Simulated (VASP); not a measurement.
# NaCl (F-43m) in VASP: settings compared

Aim: see how the results for NaCl move with the level of theory and the settings. Levels: PBE, LDA. Tasks: density of states, vibrations by perturbation theory.

All numbers are computed with VASP 6.6.1; they aren't measurements. Logs are shortened: lines on timing, memory, paths and dates and some standing lists are left out, and cuts for length are marked.

### 1 The cell of the first run

The structure is cubic, space group F-43m (No. 216). The conventional cell has a = 6.251 Å, b = 6.251 Å, c = 6.251 Å, α = 90.00°, β = 90.00°, γ = 90.00°. Within 3.6 Å of Na (site symmetry -43m) lie 4 Cl at 2.71 Å. Within 3.6 Å of Cl (site symmetry -43m) lie 4 Na at 2.71 Å.

### 2 Density of states, PBE

Input file POSCAR:

```
NaCl
1.0
    0.0000000000      3.1257287305      3.1257287305
    3.1257287305      0.0000000000      3.1257287305
    3.1257287305      3.1257287305      0.0000000000
Na Cl
1 1
Direct
    0.7500000000      0.7500000000      0.7500000000
    0.5000000000      0.5000000000      0.5000000000
```

Input file INCAR.step1:

```
PREC     = Accurate       # precision mode
ENCUT    = 520            # plane-wave cutoff, eV
EDIFF    = 1E-6           # SCF threshold, eV
ISMEAR   = 0              # smearing method
SIGMA    = 0.02           # smearing width, eV
LREAL    = False          # projectors in reciprocal space
LASPH    = True           # aspherical terms in the spheres
NELM     = 60             # most SCF steps
ALGO     = Normal         # electronic algorithm
ISIF     = 2              # what is computed and relaxed
LWAVE    = False          # write WAVECAR
LCHARG   = True           # write CHGCAR
GGA      = PE             # functional
NBANDS   = 14             # bands
```

Input file KPOINTS.step1:

```
regular mesh
0
Gamma
  6 6 6
```

Input file INCAR.step2:

```
PREC     = Accurate       # precision mode
ENCUT    = 520            # plane-wave cutoff, eV
EDIFF    = 1E-6           # SCF threshold, eV
ISMEAR   = -5             # smearing method
SIGMA    = 0.02           # smearing width, eV
LREAL    = False          # projectors in reciprocal space
LASPH    = True           # aspherical terms in the spheres
NELM     = 60             # most SCF steps
ALGO     = Normal         # electronic algorithm
ISIF     = 2              # what is computed and relaxed
LWAVE    = False          # write WAVECAR
LCHARG   = False          # write CHGCAR
GGA      = PE             # functional
LORBIT   = 10             # projections on sites
NEDOS    = 2001           # points of the DOS
ICHARG   = 11             # starting density
```

Input file KPOINTS.step2:

```
regular mesh
0
Gamma
  9 9 9
```

Potentials or basis: VASP PAW PBE potentials, release 64 (Na_pv, Cl).

Started as:

```console
cat potpaw_PBE.64/Na_pv/POTCAR potpaw_PBE.64/Cl/POTCAR > POTCAR
cp INCAR.step1 INCAR
cp KPOINTS.step1 KPOINTS
mpirun -np 1 vasp_std > vasp.out
cp INCAR.step2 INCAR
cp KPOINTS.step2 KPOINTS
mpirun -np 1 vasp_std > vasp.out
```

OUTCAR:

```text
PREC = Accurate
   ENCUT = 520
   EDIFF = 1E-6
   ISMEAR = -5
   LREAL = False
   LASPH = True
   NELM = 60
   ISIF = 2
   GGA = PE
   LORBIT = 10
   ICHARG = 11

 ion  position               nearest neighbor table
   1  0.750  0.750  0.750-   2 2.71   2 2.71   2 2.71   2 2.71
   2  0.500  0.500  0.500-   1 2.71   1 2.71   1 2.71   1 2.71

  LATTYP: Found a face centered cubic cell.
 ALAT       =     6.2514574610

  Lattice vectors:

 A1 = (   0.0000000000,   3.1257287305,   3.1257287305)
 A2 = (   3.1257287305,   0.0000000000,   3.1257287305)
 A3 = (   3.1257287305,   3.1257287305,   0.0000000000)

Analysis of symmetry for initial positions (statically):
=====================================================================
 Subroutine PRICEL returns:
 Original cell was already a primitive cell.

 Routine SETGRP: Setting up the symmetry group for a
 face centered cubic supercell.

 Subroutine GETGRP returns: Found 24 space group operations
 (whereof 24 operations were pure point group operations)
 out of a pool of 48 trial point group operations.

The static configuration has the point symmetry T_d .

Analysis of symmetry for dynamics (positions and initial velocities):
=====================================================================
 Subroutine PRICEL returns:
 Original cell was already a primitive cell.

 Routine SETGRP: Setting up the symmetry group for a
 face centered cubic supercell.

 Subroutine GETGRP returns: Found 24 space group operations
 (whereof 24 operations were pure point group operations)
 out of a pool of 48 trial point group operations.

The dynamic configuration has the point symmetry T_d .

 Subroutine INISYM returns: Found 24 space group operations
 (whereof 24 operations are pure point group operations),
 and found     1 'primitive' translations

----------------------------------------------------------------------------------------

                                     Primitive cell

  volume of cell :      61.0779

  direct lattice vectors                    reciprocal lattice vectors
     0.000000000  3.125728731  3.125728731    -0.159962698  0.159962698  0.159962698
     3.125728731  0.000000000  3.125728731     0.159962698 -0.159962698  0.159962698
     3.125728731  3.125728731  0.000000000     0.159962698  0.159962698 -0.159962698

  length of vectors
     4.420447963  4.420447963  4.420447963     0.277063520  0.277063520  0.277063520

  position of ions in fractional coordinates (direct lattice)
     0.750000000  0.750000000  0.750000000
     0.500000000  0.500000000  0.500000000

  ion indices of the primitive-cell ions
   primitive index   ion index
                 1           1
                 2           2

----------------------------------------------------------------------------------------

 KPOINTS: regular mesh

Automatic generation of k-mesh.
 Grid dimensions read from file:
 generate k-points for:    9    9    9

 Generating k-lattice:

  Cartesian coordinates                     Fractional coordinates (reciprocal lattice)
    -0.017773633  0.017773633  0.017773633     0.111111111  0.000000000  0.000000000
     0.017773633 -0.017773633  0.017773633     0.000000000  0.111111111  0.000000000
     0.017773633  0.017773633 -0.017773633     0.000000000  0.000000000  0.111111111

  Length of vectors
     0.030784836  0.030784836  0.030784836

  Shift w.r.t. Gamma in fractional coordinates (k-lattice)
     0.000000000  0.000000000  0.000000000

 TETIRR: Found    115 inequivalent tetrahedra from     4374

 Subroutine IBZKPT returns following result:
 ===========================================

 Found     35 irreducible k-points:

 Following reciprocal coordinates:
            Coordinates               Weight
  0.000000  0.000000  0.000000      1.000000
  0.111111  0.000000  0.000000      8.000000
  0.222222  0.000000  0.000000      8.000000
  0.333333  0.000000  0.000000      8.000000
  0.444444  0.000000  0.000000      8.000000
  0.111111  0.111111  0.000000      6.000000
[... 16 lines left out ...]
 -0.333333  0.333333  0.000000     12.000000
  0.444444  0.444444  0.000000      6.000000
 [... further k-points ...]
   k-points           NKPTS =     35   k-points in BZ     NKDIM =     35   number of bands    NBANDS=     11
   number of dos      NEDOS =   2001   number of ions     NIONS =      2
   total plane-waves  NPLWV =  46656
   dimension x,y,z NGX =    36 NGY =   36 NGZ =   36
   dimension x,y,z NGXF=    72 NGYF=   72 NGZF=   72
   ions per type =               1   1
   NGX,Y,Z   is equivalent  to a cutoff of  13.54, 13.54, 13.54 a.u.
   NGXF,Y,Z  is equivalent  to a cutoff of  27.08, 27.08, 27.08 a.u.
 SYSTEM =  unknown system
   PREC   = accura    normal or accurate (medium, high low for compatibility)
   ISTART =      0    job   : 0-new  1-cont  2-samecut
   ICHARG =     11    charge: 1-file 2-atom 10-const
   ISPIN  =      1    spin polarized calculation?
   LNONCOLLINEAR =      F non collinear calculations
   LSORBIT =      F    spin-orbit coupling
   LASPH  =      T    aspherical Exc in radial PAW
   ENCUT  =  520.0 eV  38.22 Ry    6.18 a.u.   8.22  8.22  8.22*2*pi/ulx,y,z
   NELM   =     60;   NELMIN=  2; NELMDL=  0     # of ELM steps
   EDIFF  = 0.1E-05   stopping-criterion for ELM
   LREAL  =      F    real-space projection
   EDIFFG = 0.1E-04   stopping-criterion for IOM
   NSW    =      0    number of steps for IOM
   IBRION =     -1    ionic relax: 0-MD 1-quasi-New 2-CG
   NFREE  =      0    steps in history (QN), initial steepest desc. (CG)
   ISIF   =      2    stress and relaxation
   ISYM   =      2    0-nonsym 1-usesym 2-fastsym
   POTIM  = 0.5000    time-step for ionic-motion
   TEBEG  =    0.0;   TEEND  =   0.0 temperature during run
   PSTRESS=    0.0 pullay stress
   NELECT =      14.0000    total number of electrons
   NUPDOWN=      -1.0000    fix difference up-down
   EMIN   =  10.00;   EMAX   =-10.00  energy-range for DOS
   EFERMI =   0.00;   METHOD = LEGACY
   ISMEAR =    -5;   SIGMA  =   0.02  broadening in eV -4-tet -1-fermi 0-gaus
   EFERMI_NEDOS =   21; number of points for ismear=-14 and -15
   IALGO  =     38    algorithm
   IMIX   =      4    mixing-type and parameters
     AMIX     =   0.40;   BMIX     =  1.00
     AMIX_MAG =   1.60;   BMIX_MAG =  1.00
  volume/ion in A,a.u.               =      30.54       206.09
  Fermi-wavevector in a.u.,A,eV,Ry     =   1.001897  1.893310 13.657484  1.003797
  Thomas-Fermi vector in A             =   2.134349
   LORBIT       =     10    0 simple, 1 ext, 2 COOP (PROOUT), +10 PAW based schemes
   GGA     = PE    functional components
   LHFCALC =     F    Hartree Fock is set to
   AEXX    =    0.0000 exact exchange contribution
   IVDW    =     0    specifies the selected vdW correction
   LEPSILON=     F    determine dielectric tensor
   LRPA    =     F    only Hartree local field effects (RPA)
 non-spin polarized calculation
 Fermi weights with tetrahedron method with Bloechl corrections
  energy-cutoff  :      520.00
  volume of cell :       61.08
 maximum number of plane-waves:      1657
 NGX is ok and might be reduce to    36

 number of electron      14.0000007 magnetization

 Free energy of the ion-electron system (eV)
  ---------------------------------------------------
  ext. energy  EPLUGINS =         0.00000000
  ---------------------------------------------------
  free energy    TOTEN  =        -6.64299897 eV

  energy without entropy =       -6.64299897  energy(sigma->0) =       -6.64299897

 E-fermi :  -2.5352     XC(G=0):  -6.7204

 val. band max:       -2.5394898123   @ k =   0.0000   0.0000   0.0000
 cond. band min:       2.3127874136   @ k =   0.0000   0.0000   0.0000
 fundamental gap:      4.8522772259
 Fermi energy:        -2.5351643322

 k-point     1 :       0.0000    0.0000    0.0000
  band No.  band energies     occupation
      1     -23.2341      2.00000
      2     -23.2341      2.00000
      3     -23.2341      2.00000
      4     -14.6187      2.00000
      5      -2.5395      2.00000
      6      -2.5395      2.00000
      7      -2.5395      2.00000
      8       2.3128      0.00000
      9       8.5653      0.00000
     10       8.5653      0.00000
     11       8.5653      0.00000

 k-point     2 :       0.1111    0.0000    0.0000
  band No.  band energies     occupation
      1     -23.2355      2.00000
      2     -23.2343      2.00000
      3     -23.2343      2.00000
      4     -14.6038      2.00000
      5      -2.6865      2.00000
      6      -2.5502      2.00000
      7      -2.5502      2.00000
      8       2.5905      0.00000
      9       8.2420      0.00000
     10       8.6472      0.00000
     11       8.6472      0.00000

 k-point     3 :       0.2222    0.0000    0.0000
  band No.  band energies     occupation
      1     -23.2391      2.00000
      2     -23.2347      2.00000
      3     -23.2347      2.00000
      4     -14.5660      2.00000
      5      -3.0129      2.00000
      6      -2.5769      2.00000
      7      -2.5769      2.00000
      8       3.2827      0.00000
      9       7.5672      0.00000
     10       8.6036      0.00000
     11       8.6036      0.00000
[... 267 lines left out ...]
 k-point    23 :      -0.3333    0.3333    0.0000
  band No.  band energies     occupation
      1     -23.2451      2.00000
      2     -23.2390      2.00000
      3     -23.2364      2.00000
      4     -14.4588      2.00000
      5      -3.2166      2.00000
      6      -3.1558      2.00000
      7      -2.7160      2.00000
      8       5.4637      0.00000
      9       6.1954      0.00000
     10       7.3281      0.00000
     11       8.9669      0.00000

 k-point    24 :       0.4444    0.4444    0.0000
  band No.  band energies     occupation
      1     -23.2466      2.00000
      2     -23.2373      2.00000
      3     -23.2373      2.00000
      4     -14.4539      2.00000
      5      -3.4323      2.00000
      6      -2.8165      2.00000
      7      -2.8165      2.00000
      8       4.4794      0.00000
      9       6.5022      0.00000
     10       7.6753      0.00000
     11      10.2461      0.00000

 [... further k-points ...]

------------------------ aborting loop because EDIFF is reached ----------------------------------------

  FORCE on cell =-STRESS in cart. coord.  units (eV):
  Direction    XX          YY          ZZ          XY          YZ          ZX
  --------------------------------------------------------------------------------------
  -------------------------------------------------------------------------------------
  Total        0.0034686      0.0034686      0.0034686      0.0000000      0.0000000      0.0000000
  in kB        0.0909873      0.0909873      0.0909873      0.0000000      0.0000000      0.0000000
  external PRESSURE =       0.0909873 kB  Pullay stress =       0.0000000 kB

 VOLUME and BASIS-vectors are now :
 -----------------------------------------------------------------------------
  energy-cutoff  :      520.00
  volume of cell :       61.08
      direct lattice vectors                 reciprocal lattice vectors
     0.000000000  3.125728731  3.125728731    -0.159962698  0.159962698  0.159962698
     3.125728731  0.000000000  3.125728731     0.159962698 -0.159962698  0.159962698
     3.125728731  3.125728731  0.000000000     0.159962698  0.159962698 -0.159962698

 POSITION                                       TOTAL-FORCE (eV/Angst)
 -----------------------------------------------------------------------------------
      4.68859      4.68859      4.68859         0.000000      0.000000     -0.000000
      3.12573      3.12573      3.12573        -0.000000     -0.000000      0.000000
 -----------------------------------------------------------------------------------
    total drift:                               -0.000001     -0.000001     -0.000001

  FREE ENERGIE OF THE ION-ELECTRON SYSTEM (eV)
  ---------------------------------------------------
  free  energy   TOTEN  =        -6.6429989689 eV

  energy  without entropy=       -6.6429989689  energy(sigma->0) =       -6.64299897

 total charge

# of ion       s       p       d       tot
------------------------------------------
    1        0.047   5.979   0.000   6.026
    2        1.587   3.580   0.000   5.167
--------------------------------------------------
tot          1.633   9.559   0.000  11.192
```

Wall time 25 s (1 thread of Intel Xeon Platinum 8488C (Sapphire Rapids), shared host); peak memory 0.19 GiB.

What came out:

| Property | Result |
| --- | --- |
| Valence electrons inside the program's atomic spheres | Na 6.03; Cl 5.17 |

### 3 Density of states, LDA

POSCAR is that of step 2.

Input file INCAR.step1:

```
SYSTEM = NaCl
PREC = Accurate
ENCUT = 520
EDIFF = 1E-6
ISMEAR = 0
SIGMA = 0.02
LREAL = .False.
LASPH = .True.
NELM = 60
ALGO = Normal
ISIF = 2
LWAVE = .False.
LCHARG = .True.
NBANDS = 14
```

Input file KPOINTS.step1:

```
Automatic mesh
0
Gamma
  6 6 6
  0 0 0
```

Input file INCAR.step2:

```
SYSTEM = NaCl
PREC = Accurate
ENCUT = 520
EDIFF = 1E-6
ISMEAR = -5
SIGMA = 0.02
LREAL = .False.
LASPH = .True.
NELM = 60
ALGO = Normal
ISIF = 2
LWAVE = .False.
LCHARG = .False.
LORBIT = 11
NBANDS = 14
NEDOS = 2001
ICHARG = 11
```

Input file KPOINTS.step2:

```
Automatic mesh
0
Gamma
  9 9 9
  0 0 0
```

Potentials or basis: VASP PAW LDA potentials, release 64 (Na_pv, Cl).

Started as:

```console
cat potpaw_LDA.64/Na_pv/POTCAR potpaw_LDA.64/Cl/POTCAR > POTCAR
cp INCAR.step1 INCAR
cp KPOINTS.step1 KPOINTS
mpirun -np 1 vasp_std > vasp.out
cp INCAR.step2 INCAR
cp KPOINTS.step2 KPOINTS
mpirun -np 1 vasp_std > vasp.out
```

It took 24 s on 1 thread of Intel Xeon Platinum 8488C (Sapphire Rapids), shared host; peak memory 0.16 GiB.

Results (log left out):

```yaml
Valence_electrons_inside_the_program's_atomic_spheres: Na 6.03; Cl 5.13
```

Levels at points of the mesh, in eV from the valence-band top:
```tsv
k point	band 4	band 5	band 6	band 7	band 8	band 9	band 10	band 11
(0.00, 0.00, 0.00)	-11.98	0.00	0.00	0.00	4.47	10.82	10.82	10.82
```

[end of part 1 of 2]
